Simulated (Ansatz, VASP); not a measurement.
# Two plane-wave programs on Zr2Zn2N3

```
Zr Zn N
1.0
     4.34992    0.00000    0.00000
     0.00000    4.34992    0.00000
     0.00000    0.00000    6.07189
Zr Zn N
2 2 3
Direct
  0.00000 0.50000 0.68528
  0.50000 0.00000 0.68528
  0.00000 0.50000 0.17427
  0.50000 0.00000 0.17427
  0.50000 0.50000 0.53098
  0.50000 0.50000 0.77425
  0.00000 0.00000 0.68341
```

Alike in both runs: functional PBE; k mesh 10 × 10 × 6; occupations gaussian, width 0.1 eV; no spin polarisation.

Ansatz relaxed the structure, and its values are those at the end. VASP's run is a single point on that final structure, the one shown.

|  | VASP | Ansatz |
| --- | --- | --- |
| version | VASP 6.6.1 | Ansatz 0.2.0 |
| potentials or method | VASP PAW PBE potentials, release 64 (Zr_sv, Zn, N), cutoff 520 eV | scalar-relativistic, plane waves, PAW |
| valence electrons in the cell | 63 | 63 |

|  | VASP | Ansatz | Ansatz less VASP |
| --- | --- | --- | --- |
| gap on the k mesh at the Fermi level (eV) | none | none | - |
| pressure (GPa) | 0.2 | 0.0 | -0.20 |
| rms of the force components (eV/Å) | 0.035 | 0.000 | -0.0350 |

A gap of «none» marks a metal or a gap that the smearing closes. The functional is the same, so the differences come from potentials, cutoffs and numerics.
